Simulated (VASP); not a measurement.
# BN in VASP: a series of runs, part 2 of 2

VASP 6.6.1. The steps go on from the part before.

### 4 Single point, PBE (volume scaled by 0.96)

File INCAR:

```
PREC = Accurate
ENCUT = 520
EDIFF = 1E-6
ISMEAR = -1
SIGMA = 0.02
LREAL = False
LASPH = True
NELM = 60
ALGO = Normal
ISIF = 2
LWAVE = False
LCHARG = False
GGA = PE
NBANDS = 16
```

File KPOINTS:

```
regular mesh
0
Gamma
  11 11 4
```

File POSCAR:

```
BN
1.0
    2.4701498301      0.0000000000      0.0000000000
   -1.2350749151      2.1392125040      0.0000000000
    0.0000000000      0.0000000000      6.5711727478
B N
2 2
Direct
    0.3333333333      0.6666666667      0.2500000000
    0.6666666667      0.3333333333      0.7500000000
    0.3333333333      0.6666666667      0.7500000000
    0.6666666667      0.3333333333      0.2500000000
```

Potentials or basis: VASP PAW PBE potentials, release 64 (B, N).

Launch:

```bash
$ cat potpaw_PBE.64/B/POTCAR potpaw_PBE.64/N/POTCAR > POTCAR
$ mpirun -np 1 vasp_std > vasp.out
```

OUTCAR:

```text
PREC = Accurate
   ENCUT = 520
   EDIFF = 1E-6
   ISMEAR = -1
   LREAL = False
   LASPH = True
   NELM = 60
   ISIF = 2
   GGA = PE

 ion  position               nearest neighbor table
   1  0.333  0.667  0.250-   4 1.43   4 1.43   4 1.43
   2  0.667  0.333  0.750-   3 1.43   3 1.43   3 1.43
   3  0.333  0.667  0.750-   2 1.43   2 1.43   2 1.43
   4  0.667  0.333  0.250-   1 1.43   1 1.43   1 1.43

  LATTYP: Found a hexagonal cell.
 ALAT       =     2.4701498301
 C/A-ratio  =     2.6602324554

  Lattice vectors:

 A1 = (   2.4701498301,   0.0000000000,   0.0000000000)
 A2 = (  -1.2350749151,   2.1392125040,   0.0000000000)
 A3 = (   0.0000000000,   0.0000000000,   6.5711727478)

Analysis of symmetry for initial positions (statically):
=====================================================================
 Subroutine PRICEL returns:
 Original cell was already a primitive cell.

 Routine SETGRP: Setting up the symmetry group for a
 hexagonal supercell.

 Subroutine GETGRP returns: Found 24 space group operations
 (whereof 12 operations were pure point group operations)
 out of a pool of 24 trial point group operations.

The static configuration has the point symmetry D_3d.
 The point group associated with its full space group is D_6h.

Analysis of symmetry for dynamics (positions and initial velocities):
=====================================================================
 Subroutine PRICEL returns:
 Original cell was already a primitive cell.

 Routine SETGRP: Setting up the symmetry group for a
 hexagonal supercell.

 Subroutine GETGRP returns: Found 24 space group operations
 (whereof 12 operations were pure point group operations)
 out of a pool of 24 trial point group operations.

[... 115 lines left out ...]
   PSTRESS=    0.0 pullay stress
   NELECT =      16.0000    total number of electrons
   NUPDOWN=      -1.0000    fix difference up-down
   EMIN   =  10.00;   EMAX   =-10.00  energy-range for DOS
   EFERMI =   0.00;   METHOD = LEGACY
   ISMEAR =    -1;   SIGMA  =   0.02  broadening in eV -4-tet -1-fermi 0-gaus
   EFERMI_NEDOS =   21; number of points for ismear=-14 and -15
   IALGO  =     38    algorithm
   IMIX   =      4    mixing-type and parameters
     AMIX     =   0.40;   BMIX     =  1.00
     AMIX_MAG =   1.60;   BMIX_MAG =  1.00
  volume/ion in A,a.u.               =       8.68        58.58
  Fermi-wavevector in a.u.,A,eV,Ry     =   1.264469  2.389500 21.754102  1.598881
  Thomas-Fermi vector in A             =   2.397772
   LORBIT       =      0    0 simple, 1 ext, 2 COOP (PROOUT), +10 PAW based schemes
   GGA     = PE    functional components
   LHFCALC =     F    Hartree Fock is set to
   AEXX    =    0.0000 exact exchange contribution
   IVDW    =     0    specifies the selected vdW correction
   LEPSILON=     F    determine dielectric tensor
   LRPA    =     F    only Hartree local field effects (RPA)
 non-spin polarized calculation
  energy-cutoff  :      520.00
  volume of cell :       34.72
 maximum number of plane-waves:       955
   NGX =  9   NGY =  9   NGZ = 25

 number of electron      15.9999997 magnetization

 Free energy of the ion-electron system (eV)
  ---------------------------------------------------
  ext. energy  EPLUGINS =         0.00000000
  ---------------------------------------------------
  free energy    TOTEN  =       -35.07518605 eV

  energy without entropy =      -35.07518605  energy(sigma->0) =      -35.07518605

 E-fermi :   2.9897     XC(G=0): -10.2238

 val. band max:        2.5661296769   @ k =   0.3636   0.2727   0.0000
 cond. band min:       6.9509457077   @ k =   0.4545   0.0909   0.0000
 fundamental gap:      4.3848160308
 Fermi energy:         2.9896899394

 k-point     1 :       0.0000    0.0000    0.0000
  band No.  band energies     occupation
      1     -15.5177      2.00000
      2     -15.2031      2.00000
      3      -3.9281      2.00000
      4      -1.7214      2.00000
      5       1.2552      2.00000
      6       1.2552      2.00000
[... 433 lines left out ...]
      3      -2.2613      2.00000
      4      -2.1675      2.00000
      5      -2.0287      2.00000
      6      -0.6981      2.00000
[... 8 lines left out ...]
     15      17.9496      0.00000
     16      17.9789      0.00000

 [... further k-points ...]
[... 5 lines left out ...]
  --------------------------------------------------------------------------------------
  -------------------------------------------------------------------------------------
  Total        4.2796395      4.2796395      0.7139806     -0.0000000     -0.0000000     -0.0000000
  in kB      197.4684249    197.4684249     32.9440440     -0.0000000     -0.0000000     -0.0000000
  external PRESSURE =     142.6269646 kB  Pullay stress =       0.0000000 kB

 VOLUME and BASIS-vectors are now :
 -----------------------------------------------------------------------------
  energy-cutoff  :      520.00
  volume of cell :       34.72
      direct lattice vectors                 reciprocal lattice vectors
     2.470149830  0.000000000  0.000000000     0.404833742  0.233730870  0.000000000
    -1.235074915  2.139212504  0.000000000     0.000000000  0.467461740  0.000000000
     0.000000000  0.000000000  6.571172748     0.000000000  0.000000000  0.152179837

 POSITION                                       TOTAL-FORCE (eV/Angst)
 -----------------------------------------------------------------------------------
     -0.00000      1.42614      1.64279         0.000000      0.000000      0.000000
      1.23507      0.71307      4.92838        -0.000000     -0.000000      0.000000
     -0.00000      1.42614      4.92838         0.000000     -0.000000      0.000000
      1.23507      0.71307      1.64279         0.000000      0.000000      0.000000
 -----------------------------------------------------------------------------------
    total drift:                               -0.000000      0.000000      0.000000

  FREE ENERGIE OF THE ION-ELECTRON SYSTEM (eV)
  ---------------------------------------------------
  free  energy   TOTEN  =       -35.0751860460 eV

  energy  without entropy=      -35.0751860460  energy(sigma->0) =      -35.07518605
```

Run time: 9.6 s. Hardware: 1 thread of Intel Xeon 6975P-C (Granite Rapids), shared host; peak memory 0.15 GiB.

Results:

```
Free energy            : -35.0752 eV
Pressure               : 14.3 GPa
Band gap on the k mesh : 4.38 eV, indirect (least direct gap 4.77 eV)
```

Caveat: this functional lacks dispersion, which binds the layers, so the pressure and a relaxed spacing across them are unreliable. A k mesh can miss the band edges.

### 5 Single point, PBE (volume scaled by 0.99)

File INCAR:

```
PREC = Accurate
ENCUT = 520
EDIFF = 1E-6
ISMEAR = -1
SIGMA = 0.02
LREAL = False
LASPH = True
NELM = 100
ALGO = Normal
ISIF = 2
LWAVE = False
LCHARG = True
GGA = PE
LELF = True
LVHAR = True
NBANDS = 16
```

File KPOINTS:

```
Automatic mesh
0
Gamma
  11 11 4
```

File POSCAR:

```
BN
1.0
    2.4956170876      0.0000000000      0.0000000000
   -1.2478085438      2.1612677960      0.0000000000
    0.0000000000      0.0000000000      6.6389215727
B N
2 2
Direct
    0.3333333333      0.6666666667      0.2500000000
    0.6666666667      0.3333333333      0.7500000000
    0.3333333333      0.6666666667      0.7500000000
    0.6666666667      0.3333333333      0.2500000000
```

Potentials or basis: VASP PAW PBE potentials, release 64 (B, N).

Launch:

```bash
$ cat potpaw_PBE.64/B/POTCAR potpaw_PBE.64/N/POTCAR > POTCAR
$ mpirun -np 1 vasp_std > vasp.out
```

OUTCAR:

```text
PREC = Accurate
   ENCUT = 520
   EDIFF = 1E-6
   ISMEAR = -1
   LREAL = False
   LASPH = True
   NELM = 100
   ISIF = 2
   GGA = PE

 ion  position               nearest neighbor table
   1  0.333  0.667  0.250-   4 1.44   4 1.44   4 1.44
   2  0.667  0.333  0.750-   3 1.44   3 1.44   3 1.44
   3  0.333  0.667  0.750-   2 1.44   2 1.44   2 1.44
   4  0.667  0.333  0.250-   1 1.44   1 1.44   1 1.44

  LATTYP: Found a hexagonal cell.
 ALAT       =     2.4956170876
 C/A-ratio  =     2.6602324554

  Lattice vectors:

 A1 = (   2.4956170876,   0.0000000000,   0.0000000000)
 A2 = (  -1.2478085438,   2.1612677960,   0.0000000000)
 A3 = (   0.0000000000,   0.0000000000,   6.6389215727)

Analysis of symmetry for initial positions (statically):
=====================================================================
 Subroutine PRICEL returns:
 Original cell was already a primitive cell.

 Routine SETGRP: Setting up the symmetry group for a
[... 168 lines left out ...]
  ext. energy  EPLUGINS =         0.00000000
  ---------------------------------------------------
  free energy    TOTEN  =       -35.14391966 eV

  energy without entropy =      -35.14391966  energy(sigma->0) =      -35.14391966

 E-fermi :   2.7868     XC(G=0): -10.0921

 val. band max:        2.3473139546   @ k =   0.3636   0.2727   0.0000
 cond. band min:       6.6928926260   @ k =   0.4545   0.0909   0.0000
 fundamental gap:      4.3455786715
 Fermi energy:         2.7867665620

 k-point     1 :       0.0000    0.0000    0.0000
  band No.  band energies     occupation
      1     -15.5403      2.00000
      2     -15.2464      2.00000
      3      -3.9459      2.00000
      4      -1.8249      2.00000
      5       0.9994      2.00000
      6       0.9994      2.00000
[... 433 lines left out ...]
      3      -2.4294      2.00000
      4      -2.3687      2.00000
      5      -2.1288      2.00000
      6      -0.8465      2.00000
[... 8 lines left out ...]
     15      17.3409      0.00000
     16      17.3727      0.00000

 [... further k-points ...]
[... 5 lines left out ...]
  --------------------------------------------------------------------------------------
  -------------------------------------------------------------------------------------
  Total        1.6704763      1.6704763      0.6366483      0.0000000     -0.0000000      0.0000000
  in kB       74.7423638     74.7423638     28.4856481      0.0000000     -0.0000000      0.0000000
  external PRESSURE =      59.3234585 kB  Pullay stress =       0.0000000 kB

 VOLUME and BASIS-vectors are now :
 -----------------------------------------------------------------------------
  energy-cutoff  :      520.00
  volume of cell :       35.81
      direct lattice vectors                 reciprocal lattice vectors
     2.495617088  0.000000000  0.000000000     0.400702498  0.231345695  0.000000000
    -1.247808544  2.161267796  0.000000000     0.000000000  0.462691390  0.000000000
     0.000000000  0.000000000  6.638921573     0.000000000  0.000000000  0.150626874

 POSITION                                       TOTAL-FORCE (eV/Angst)
 -----------------------------------------------------------------------------------
     -0.00000      1.44085      1.65973        -0.000000     -0.000000      0.000000
      1.24781      0.72042      4.97919         0.000000      0.000000      0.000000
     -0.00000      1.44085      4.97919         0.000000     -0.000000      0.000000
      1.24781      0.72042      1.65973        -0.000000      0.000000      0.000000
 -----------------------------------------------------------------------------------
    total drift:                                0.000000     -0.000000      0.000000

  FREE ENERGIE OF THE ION-ELECTRON SYSTEM (eV)
  ---------------------------------------------------
  free  energy   TOTEN  =       -35.1439196649 eV

  energy  without entropy=      -35.1439196649  energy(sigma->0) =      -35.14391966
```

OSZICAR:

```text
N       E                     dE             d eps       ncg     rms          rms(c)
DAV:   1     0.502094367338E+02    0.50209E+02   -0.79955E+03  1536   0.925E+02
DAV:   2    -0.354687683809E+02   -0.85678E+02   -0.77481E+02  2048   0.222E+02
DAV:   3    -0.387517924127E+02   -0.32830E+01   -0.32692E+01  2056   0.432E+01
DAV:   4    -0.387724811265E+02   -0.20689E-01   -0.20685E-01  1880   0.382E+00
DAV:   5    -0.387726713707E+02   -0.19024E-03   -0.19024E-03  1984   0.346E-01    0.114E+01
DAV:   6    -0.355131876618E+02    0.32595E+01   -0.52104E+00  1976   0.176E+01    0.511E+00
DAV:   7    -0.352228799267E+02    0.29031E+00   -0.58463E-01  2064   0.558E+00    0.318E+00
DAV:   8    -0.351474982299E+02    0.75382E-01   -0.23465E-01  1984   0.326E+00    0.470E-01
DAV:   9    -0.351428745393E+02    0.46237E-02   -0.15277E-02  1784   0.101E+00    0.198E-01
DAV:  10    -0.351438100043E+02   -0.93546E-03   -0.13379E-03  1824   0.278E-01    0.355E-02
DAV:  11    -0.351439062580E+02   -0.96254E-04   -0.10033E-04  1848   0.806E-02    0.253E-02
DAV:  12    -0.351439195303E+02   -0.13272E-04   -0.30600E-05  1656   0.387E-02    0.286E-03
DAV:  13    -0.351439196649E+02   -0.13461E-06   -0.70077E-07  1712   0.657E-03
   1 F= -.35143920E+02 E0= -.35143920E+02  d E =-.518179E-11
```

stdout:

```text
POSCAR found type information on POSCAR B N
 POSCAR found :  2 types and       4 ions
 scaLAPACK will be used
 LDA part: xc-table for (Slater+PW92), standard interpolation
 POSCAR, INCAR and KPOINTS ok, starting setup
 FFT: planning ... GRIDC
 FFT: planning ... GRID_SOFT
 FFT: planning ... GRID
 WAVECAR not read
 entering main loop
```

It took 11 s on 1 thread of Intel Xeon 6975P-C (Granite Rapids), shared host; peak memory 0.15 GiB.

Results:

| Item | Value |
| --- | --- |
| Free energy | -35.1439 eV |
| Pressure | 5.9 GPa |
| Band gap on the k mesh | 4.35 eV, indirect (least direct gap 4.69 eV) |

Caveat: this functional lacks dispersion, which binds the layers, so the pressure and a relaxed spacing across them are unreliable.

### 6 Single point, PBE (volume scaled by 1.02)

File INCAR:

```
  PREC = Accurate
  ENCUT = 520
  EDIFF = 1E-6
  ISMEAR = -1
  SIGMA = 0.02
  LREAL = F
  LASPH = T
  NELM = 80
  ALGO = Normal
  ISIF = 2
  LWAVE = F
  LCHARG = F
  GGA = PE
  NBANDS = 16
```

File KPOINTS:

```
regular mesh
0
Gamma
  11 11 4
```

File POSCAR:

```
BN
1.0
    2.5205749141      0.0000000000      0.0000000000
   -1.2602874571      2.1828819078      0.0000000000
    0.0000000000      0.0000000000      6.7053151929
B N
2 2
Direct
    0.3333333333      0.6666666667      0.2500000000
    0.6666666667      0.3333333333      0.7500000000
    0.3333333333      0.6666666667      0.7500000000
    0.6666666667      0.3333333333      0.2500000000
```

Potentials or basis: VASP PAW PBE potentials, release 64 (B, N).

Launch:

```bash
$ cat potpaw_PBE.64/B/POTCAR potpaw_PBE.64/N/POTCAR > POTCAR
$ mpirun -np 1 vasp_std > vasp.out
```

Wall time 11 s (1 thread of Intel Xeon 6975P-C (Granite Rapids), shared host); peak memory 0.15 GiB.

It converged, with:

```
Free energy            : -35.1599 eV
Pressure               : -1.3 GPa
Band gap on the k mesh : 4.31 eV, indirect (least direct gap 4.62 eV)
```

Stress tensor (GPa, compression positive):
```
-3.24  0.00  0.00
 0.00 -3.24  0.00
 0.00  0.00  2.46
```

Levels at points of the mesh, in eV from the valence-band top:
| k point | band 4 | band 5 | band 6 | band 7 | band 8 | band 9 | band 10 | band 11 | band 12 | band 13 |
| --- | --- | --- | --- | --- | --- | --- | --- | --- | --- | --- |
| (0.00, 0.00, 0.00) | -4.06 | -1.38 | -1.38 | -1.35 | -1.35 | 5.17 | 10.11 | 11.36 | 11.36 | 11.48 |
| (0.00, 0.00, 0.50) | -5.20 | -1.36 | -1.36 | -1.36 | -1.36 | 7.46 | 7.46 | 11.42 | 11.42 | 11.42 |

Caveat: this functional lacks dispersion, which binds the layers, so the pressure and a relaxed spacing across them are unreliable.

### 7 Overview

| cell | gap on the mesh (eV) | pressure (GPa) | largest force (eV/Å) |
| --- | --- | --- | --- |
| a = 2.504, b = 2.515, c = 6.661 Å, angles 90.2, 90.6, 120.4°, 4 atoms | 4.30 | 3.4 | 0.13 |
| a = 2.504, b = 2.482, c = 6.662 Å, angles 89.6, 88.8, 119.1°, 4 atoms | 4.25 | 3.5 | 0.26 |
| a = 2.470, b = 2.470, c = 6.571 Å, angles 90.0, 90.0, 120.0°, 4 atoms | 4.38 | 14.3 | - |
| a = 2.496, b = 2.496, c = 6.639 Å, angles 90.0, 90.0, 120.0°, 4 atoms | 4.35 | 5.9 | - |
| a = 2.521, b = 2.521, c = 6.705 Å, angles 90.0, 90.0, 120.0°, 4 atoms | 4.31 | -1.3 | - |

Alike in all rows: task single point; level PBE; potentials or basis VASP PAW PBE potentials, release 64 (B, N); no spin polarisation; k mesh 11 × 11 × 4; cutoff (eV) 520; smearing fermi-dirac 0.02 eV.

Caveats: this functional lacks dispersion, which binds the layers, so the pressure and a relaxed spacing across them are unreliable (some runs).

Absolute energies hang on the potentials; compare differences alone.
